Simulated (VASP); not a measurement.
# As2H in VASP: further runs

Runs on As2H. Level: PBE+D3(BJ). Tasks: single point.

Everything below comes from runs of VASP 6.6.1. Logs are shortened: lines on timing, memory, paths and dates and some standing lists are left out, and cuts for length are marked.

### 1 The cell of the first run

The cell holds a slab with vacuum, 3 atoms: a = 3.571 Å, b = 3.571 Å, c = 18.398 Å, α = 90.00°, β = 90.00°, γ = 120.00°.

### 2 Single point, PBE+D3(BJ), collinear spin, ferromagnetic start

INCAR

```
SYSTEM = As2H
PREC = Accurate ; ENCUT = 520
EDIFF = 1E-6 ; ISMEAR = 0
SIGMA = 0.05 ; LREAL = .FALSE.
LASPH = .TRUE. ; NELM = 150
ALGO = Normal ; ISIF = 2
LWAVE = .FALSE. ; LCHARG = .FALSE.
ISPIN = 2 ; MAGMOM = 0 0 1
LORBIT = 11 ; LDIPOL = .TRUE.
IDIPOL = 3 ; DIPOL = 0.5 0.5 0.298
GGA = PE ; IVDW = 12
NBANDS = 16
```

KPOINTS

```
regular mesh
0
G
  9 9 1
  0 0 0
```

POSCAR

```
As2H
1.0
    3.5713387681      0.0000000000      0.0000000000
   -1.7856693841      3.0928700987      0.0000000000
    0.0000000000      0.0000000000     18.3976402524
As H
2 1
Direct
    0.3333333333      0.6666666667      0.2933876398
    0.6666666667      0.3333333333      0.2174191877
    0.3333333333      0.6666666667      0.3830730548
```

Potentials or basis: VASP PAW PBE potentials, release 64 (As, H).

Launch:

```console
$ cat potpaw_PBE.64/As/POTCAR potpaw_PBE.64/H/POTCAR > POTCAR
$ mpirun -np 1 vasp_std > vasp.out
```

OUTCAR:

```text
SYSTEM = As2H
   PREC = Accurate
   ENCUT = 520
   EDIFF = 1E-6
   ISMEAR = 0
   LREAL = .FALSE.
   LASPH = .TRUE.
   NELM = 150
   ISIF = 2
   ISPIN = 2
   LORBIT = 11
   GGA = PE
   IVDW = 12
 IVDW          = 12

 ion  position               nearest neighbor table
   1  0.333  0.667  0.293-   3 1.65   2 2.49   2 2.49   2 2.49
   2  0.667  0.333  0.217-   1 2.49   1 2.49   1 2.49
   3  0.333  0.667  0.383-   1 1.65

  LATTYP: Found a hexagonal cell.
 ALAT       =     3.5713387681
 C/A-ratio  =     5.1514688040

  Lattice vectors:

 A1 = (   3.5713387681,   0.0000000000,   0.0000000000)
 A2 = (  -1.7856693841,   3.0928700987,   0.0000000000)
 A3 = (   0.0000000000,   0.0000000000,  18.3976402524)

Analysis of symmetry for initial positions (statically):
=====================================================================
 Subroutine PRICEL returns:
 Original cell was already a primitive cell.

 Routine SETGRP: Setting up the symmetry group for a
 hexagonal supercell.

 Subroutine GETGRP returns: Found  6 space group operations
 (whereof  6 operations were pure point group operations)
 out of a pool of 24 trial point group operations.

The static configuration has the point symmetry C_3v.

Analysis of symmetry for dynamics (positions and initial velocities):
=====================================================================
 Subroutine PRICEL returns:
 Original cell was already a primitive cell.

 Routine SETGRP: Setting up the symmetry group for a
 hexagonal supercell.

 Subroutine GETGRP returns: Found  6 space group operations
 (whereof  6 operations were pure point group operations)
 out of a pool of 24 trial point group operations.

The dynamic configuration has the point symmetry C_3v.

Analysis of structural, dynamic, and magnetic symmetry:
=====================================================================
 Subroutine PRICEL returns:
 Original cell was already a primitive cell.

 Routine SETGRP: Setting up the symmetry group for a
 hexagonal supercell.

 Subroutine GETGRP returns: Found  6 space group operations
 (whereof  6 operations were pure point group operations)
 out of a pool of 24 trial point group operations.

The overall configuration has the point symmetry C_3v.

 Subroutine INISYM returns: Found  6 space group operations
 (whereof  6 operations are pure point group operations),
 and found     1 'primitive' translations

----------------------------------------------------------------------------------------

                                     Primitive cell

  volume of cell :     203.2146

  direct lattice vectors                    reciprocal lattice vectors
     3.571338768  0.000000000  0.000000000     0.280007041  0.161662140  0.000000000
    -1.785669384  3.092870099  0.000000000     0.000000000  0.323324281  0.000000000
     0.000000000  0.000000000 18.397640252     0.000000000  0.000000000  0.054354797

  length of vectors
     3.571338768  3.571338768 18.397640252     0.323324281  0.323324281  0.054354797

  position of ions in fractional coordinates (direct lattice)
     0.333333333  0.666666667  0.293387640
     0.666666667  0.333333333  0.217419188
     0.333333333  0.666666667  0.383073055

  ion indices of the primitive-cell ions
   primitive index   ion index
                 1           1
                 2           2
                 3           3

----------------------------------------------------------------------------------------

 KPOINTS: regular mesh

Automatic generation of k-mesh.
 Grid dimensions read from file:
 generate k-points for:    9    9    1

 Generating k-lattice:

  Cartesian coordinates                     Fractional coordinates (reciprocal lattice)
     0.031111893  0.017962460  0.000000000     0.111111111  0.000000000  0.000000000
     0.000000000  0.035924920  0.000000000     0.000000000  0.111111111  0.000000000
     0.000000000  0.000000000  0.054354797     0.000000000  0.000000000  1.000000000

[... 23 lines left out ...]
  0.333333  0.222222  0.000000     12.000000
  0.333333  0.333333  0.000000      2.000000
   k-points           NKPTS =     12   k-points in BZ     NKDIM =     12   number of bands    NBANDS=     16
   number of dos      NEDOS =    301   number of ions     NIONS =      3
   total plane-waves  NPLWV = 109760
   dimension x,y,z NGX =    28 NGY =   28 NGZ =  140
   dimension x,y,z NGXF=    56 NGYF=   56 NGZF=  280
   ions per type =               2   1
   NGX,Y,Z   is equivalent  to a cutoff of  13.03, 13.03, 12.65 a.u.
   NGXF,Y,Z  is equivalent  to a cutoff of  26.07, 26.07, 25.30 a.u.
 SYSTEM =  As2H
   PREC   = accura    normal or accurate (medium, high low for compatibility)
   ISTART =      0    job   : 0-new  1-cont  2-samecut
   ICHARG =      2    charge: 1-file 2-atom 10-const
   ISPIN  =      2    spin polarized calculation?
   LNONCOLLINEAR =      F non collinear calculations
   LSORBIT =      F    spin-orbit coupling
   LASPH  =      T    aspherical Exc in radial PAW
   ENCUT  =  520.0 eV  38.22 Ry    6.18 a.u.   6.64  6.64 34.21*2*pi/ulx,y,z
   NELM   =    150;   NELMIN=  2; NELMDL= -5     # of ELM steps
   EDIFF  = 0.1E-05   stopping-criterion for ELM
   LREAL  =      F    real-space projection
   EDIFFG = 0.1E-04   stopping-criterion for IOM
   NSW    =      0    number of steps for IOM
   IBRION =     -1    ionic relax: 0-MD 1-quasi-New 2-CG
   NFREE  =      0    steps in history (QN), initial steepest desc. (CG)
   ISIF   =      2    stress and relaxation
   ISYM   =      2    0-nonsym 1-usesym 2-fastsym
   POTIM  = 0.5000    time-step for ionic-motion
   TEBEG  =    0.0;   TEEND  =   0.0 temperature during run
   PSTRESS=    0.0 pullay stress
   NELECT =      11.0000    total number of electrons
   NUPDOWN=      -1.0000    fix difference up-down
   EMIN   =  10.00;   EMAX   =-10.00  energy-range for DOS
   EFERMI =   0.00;   METHOD = LEGACY
   ISMEAR =     0;   SIGMA  =   0.05  broadening in eV -4-tet -1-fermi 0-gaus
   EFERMI_NEDOS =   21; number of points for ismear=-14 and -15
   IALGO  =     38    algorithm
   IMIX   =      4    mixing-type and parameters
     AMIX     =   0.40;   BMIX     =  1.00
     AMIX_MAG =   1.60;   BMIX_MAG =  1.00
  volume/ion in A,a.u.               =      67.74       457.12
  Fermi-wavevector in a.u.,A,eV,Ry     =   0.619281  1.170271  5.217949  0.383508
  Thomas-Fermi vector in A             =   1.678022
   LORBIT       =     11    0 simple, 1 ext, 2 COOP (PROOUT), +10 PAW based schemes
   GGA     = PE    functional components
   LHFCALC =     F    Hartree Fock is set to
   AEXX    =    0.0000 exact exchange contribution
   IVDW    =    12    specifies the selected vdW correction
   LEPSILON=     F    determine dielectric tensor
   LRPA    =     F    only Hartree local field effects (RPA)
 spin polarized calculation
 Gauss-broadening in eV      SIGMA  =   0.05
  energy-cutoff  :      520.00
  volume of cell :      203.21
 maximum number of plane-waves:      5529
 NGX is ok and might be reduce to    28
   NGX = 13   NGY = 13   NGZ = 69

 dipolmoment           0.000000      0.000000      0.000005 electrons x Angstroem

 number of electron      11.0000000 magnetization       0.0004880

 dipolmoment           0.000000      0.000000     -0.002920 electrons x Angstroem

 Free energy of the ion-electron system (eV)
  ---------------------------------------------------
  ext. energy  EPLUGINS =         0.00000000
  ---------------------------------------------------
  free energy    TOTEN  =       -11.16265373 eV

  energy without entropy =      -11.16049055  energy(sigma->0) =      -11.16157214

 E-fermi :  -1.6441     XC(G=0):  -3.0806

 val. band max:       -1.6845877928   @ k =   0.3333   0.2222   0.0000
 cond. band min:      -1.5348851067   @ k =   0.0000   0.0000   0.0000
 fundamental gap:      0.1497026861
 Fermi energy:        -1.6441451872

 spin component 1

 k-point     1 :       0.0000    0.0000    0.0000
  band No.  band energies     occupation
      1     -16.9023      1.00000
      2     -11.4339      1.00000
      3      -6.1755      1.00000
      4      -3.1566      1.00000
      5      -3.1566      1.00000
      6      -1.5349      0.00100
[... 204 lines left out ...]
      2     -13.1477      1.00000
      3      -7.6248      1.00000
      4      -7.5817      1.00000
      5      -5.3352      1.00000
      6      -1.4546      0.00000
[... 8 lines left out ...]
     15       6.6653      0.00000
     16       7.0532      0.00000
 Fermi energy:        -1.6441451872

 spin component 2

 k-point     1 :       0.0000    0.0000    0.0000
  band No.  band energies     occupation
      1     -16.9022      1.00000
      2     -11.4337      1.00000
      3      -6.1752      1.00000
      4      -3.1565      1.00000
      5      -3.1565      1.00000
      6      -1.5348      0.00099
[... 205 lines left out ...]
      3      -7.6247      1.00000
      4      -7.5814      1.00000
      5      -5.3351      1.00000
      6      -1.4543      0.00000
[... 8 lines left out ...]
     15       6.6649      0.00000
     16       7.0527      0.00000

------------------------ aborting loop because EDIFF is reached ----------------------------------------

 vacuum level on the upper side and lower side of the slab       (xc-potential included)        -0.024         0.023

 Edisp (eV)   -0.48418

 E8    (eV) :    -0.2101

  FORCE on cell =-STRESS in cart. coord.  units (eV):
  Direction    XX          YY          ZZ          XY          YZ          ZX
  --------------------------------------------------------------------------------------
  -------------------------------------------------------------------------------------
  Total       0.94674     0.94674     0.03443    -0.00000     0.00000    -0.00000
  in kB       7.46422     7.46422     0.27146    -0.00000     0.00000    -0.00000
  external pressure =        5.07 kB  Pullay stress =        0.00 kB

 VOLUME and BASIS-vectors are now :
 -----------------------------------------------------------------------------
  energy-cutoff  :      520.00
  volume of cell :      203.21
      direct lattice vectors                 reciprocal lattice vectors
     3.571338768  0.000000000  0.000000000     0.280007041  0.161662140  0.000000000
    -1.785669384  3.092870099  0.000000000     0.000000000  0.323324281  0.000000000
     0.000000000  0.000000000 18.397640252     0.000000000  0.000000000  0.054354797

 POSITION                                       TOTAL-FORCE (eV/Angst)
 -----------------------------------------------------------------------------------
     -0.00000      2.06191      5.39764        -0.000000      0.000000      0.824639
      1.78567      1.03096      4.00000         0.000000     -0.000000     -0.463041
     -0.00000      2.06191      7.04764         0.000000     -0.000000     -0.361598
 -----------------------------------------------------------------------------------
    total drift:                                0.000000      0.000000      0.000124

  FREE ENERGIE OF THE ION-ELECTRON SYSTEM (eV)
  ---------------------------------------------------
  free  energy   TOTEN  =       -11.6468365209 eV

  energy  without entropy=      -11.6446733493  energy(sigma->0) =      -11.64575494

 vacuum level on the upper side and lower side of the slab         2.149         2.196

 total charge

# of ion       s       p       d       tot
------------------------------------------
    1        1.277   1.424   0.067   2.768
    2        1.307   1.319   0.054   2.681
    3        0.496   0.012   0.000   0.507
--------------------------------------------------
tot          3.080   2.755   0.121   5.956

 magnetization (x)

# of ion       s       p       d       tot
------------------------------------------
    1        0.000  -0.000   0.000   0.000
    2       -0.000   0.000   0.000   0.000
    3        0.000  -0.000   0.000   0.000
--------------------------------------------------
tot          0.000   0.000   0.000   0.000
```

Wall time 78 s (1 thread of Intel Xeon 6975P-C (Granite Rapids), shared host); peak memory 0.42 GiB.

What came out:

| Item | Value |
| --- | --- |
| Free energy | -11.6468 eV |
| Largest force | 0.825 eV/Å |
| Net moment | 0.00 μB per cell |
| Valence electrons inside the program's atomic spheres | As 2.77, 2.68; H 0.51 |
| Dispersion energy per atom | -0.161 eV |

Forces on the atoms (eV/Å):
```
As   0.000  0.000  0.825
As   0.000  0.000 -0.463
H    0.000  0.000 -0.362
```

### 3 Single point, PBE+D3(BJ), collinear spin, ferromagnetic start

INCAR

```
SYSTEM = As2H
ALGO = Normal
DIPOL = 0.5 0.5 0.314
EDIFF = 1E-6
ENCUT = 520
GGA = PE
IDIPOL = 3
ISIF = 2
ISMEAR = 0
ISPIN = 2
IVDW = 12
LASPH = .True.
LCHARG = .True.
LDIPOL = .True.
LELF = .True.
LORBIT = 11
LREAL = .False.
LVACPOTAV = .True.
LVHAR = .True.
LWAVE = .False.
MAGMOM = 0 0 1
NBANDS = 16
NELM = 150
PREC = Accurate
SIGMA = 0.05
```

KPOINTS

```
k-points
0
Gamma
  9 9 1
  0 0 0
```

Changes to POSCAR since step 2:

```diff
@@ -10,2 +10,2 @@
     0.6666666667      0.3333333333      0.2174191877
-    0.3333333333      0.6666666667      0.3830730548
+    0.3333333333      0.6666666667      0.4319923720
```

Potentials or basis: VASP PAW PBE potentials, release 64 (As, H).

Launch:

```console
$ cat potpaw_PBE.64/As/POTCAR potpaw_PBE.64/H/POTCAR > POTCAR
$ mpirun -np 1 vasp_std > vasp.out
```

Run time: 87 s. Hardware: 1 thread of Intel Xeon 6975P-C (Granite Rapids), shared host; peak memory 0.43 GiB.

Results (log left out):

- Free energy: -10.9688 eV
- Largest force: 0.282 eV/Å
- Band gap on the k mesh: 1.03 eV, indirect (least direct gap 1.47 eV)
- Net moment: 1.00 μB per cell
- Site moments: As +0.03, +0.06; H +0.34 μB
- Valence electrons inside the program's atomic spheres: As 2.71, 2.72; H 0.39
- Dispersion energy per atom: -0.162 eV

Forces on the atoms (eV/Å):
```
As   0.000  0.000  0.282
As   0.000  0.000 -0.098
H    0.000  0.000 -0.184
```

Levels at points of the mesh, in eV from the valence-band top:
Spin up:
| k point | band 4 | band 5 | band 6 | band 7 | band 8 | band 9 |
| --- | --- | --- | --- | --- | --- | --- |
| (0.00, 0.00, 0.00) | -0.32 | -0.32 | -0.19 | 1.96 | 3.19 | 3.19 |
Spin down:
| k point | band 1 | band 2 | band 3 | band 4 | band 5 | band 6 | band 7 | band 8 | band 9 | band 10 |
| --- | --- | --- | --- | --- | --- | --- | --- | --- | --- | --- |
| (0.00, 0.00, 0.00) | -13.95 | -7.57 | -1.39 | -0.26 | -0.26 | 1.29 | 2.51 | 3.27 | 3.27 | 4.69 |

### 4 Single point, PBE+D3(BJ), collinear spin, ferromagnetic start

INCAR

```
SYSTEM = As2H
PREC     = Accurate       ! precision mode
ENCUT    = 520            ! plane-wave cutoff, eV
EDIFF    = 1E-6           ! SCF threshold, eV
ISMEAR   = 0              ! smearing method
SIGMA    = 0.05           ! smearing width, eV
LREAL    = .FALSE.        ! projectors in reciprocal space
LASPH    = .TRUE.         ! aspherical terms in the spheres
NELM     = 150            ! most SCF steps
ALGO     = Normal         ! electronic algorithm
ISIF     = 2              ! what is computed and relaxed
LWAVE    = .FALSE.        ! write WAVECAR
LCHARG   = .TRUE.         ! write CHGCAR
ISPIN    = 2              ! spin polarisation
MAGMOM   = 0 0 1          ! initial moments
LORBIT   = 11             ! projections on sites
LDIPOL   = .TRUE.       
IDIPOL   = 3            
DIPOL    = 0.5 0.5 0.289
GGA      = PE             ! functional
IVDW     = 12             ! dispersion correction
LELF     = .TRUE.         ! ELF
LVHAR    = .TRUE.       
LVACPOTAV= .TRUE.       
NBANDS   = 16             ! bands
```

KPOINTS

```
regular mesh
0
G
  9 9 1
  0 0 0
```

Changes to POSCAR since step 3:

```diff
@@ -10,2 +10,2 @@
     0.6666666667      0.3333333333      0.2174191877
-    0.3333333333      0.6666666667      0.4319923720
+    0.3333333333      0.6666666667      0.3564392043
```

Launch:

```console
$ cat potpaw_PBE.64/As/POTCAR potpaw_PBE.64/H/POTCAR > POTCAR
$ mpirun -np 1 vasp_std > vasp.out
```

Run time: 86 s. Hardware: 1 thread of Intel Xeon 6975P-C (Granite Rapids), shared host; peak memory 0.43 GiB.

Results (log left out):

* Free energy: -9.2540 eV
* Largest force: 15.725 eV/Å
* Net moment: 0.23 μB per cell
* Site moments: As +0.04; H +0.00 μB
* Valence electrons inside the program's atomic spheres: As 3.10, 2.67; H 0.80
* Dispersion energy per atom: -0.166 eV

Forces on the atoms (eV/Å):
```
As    0.000   0.000 -15.373
As    0.000   0.000  -0.351
H     0.000   0.000  15.725
```

Levels at points of the mesh, in eV from the Fermi level:
Spin up:
| k point | band 3 | band 4 | band 5 | band 6 | band 7 | band 8 | band 9 | band 10 |
| --- | --- | --- | --- | --- | --- | --- | --- | --- |
| (0.00, 0.00, 0.00) | -5.04 | -1.76 | -1.76 | 0.25 | 1.65 | 1.65 | 1.91 | 2.95 |
Spin down:
```tsv
k point	band 3	band 4	band 5	band 6	band 7	band 8
(0.00, 0.00, 0.00)	-4.97	-1.69	-1.69	0.29	1.76	1.76
```
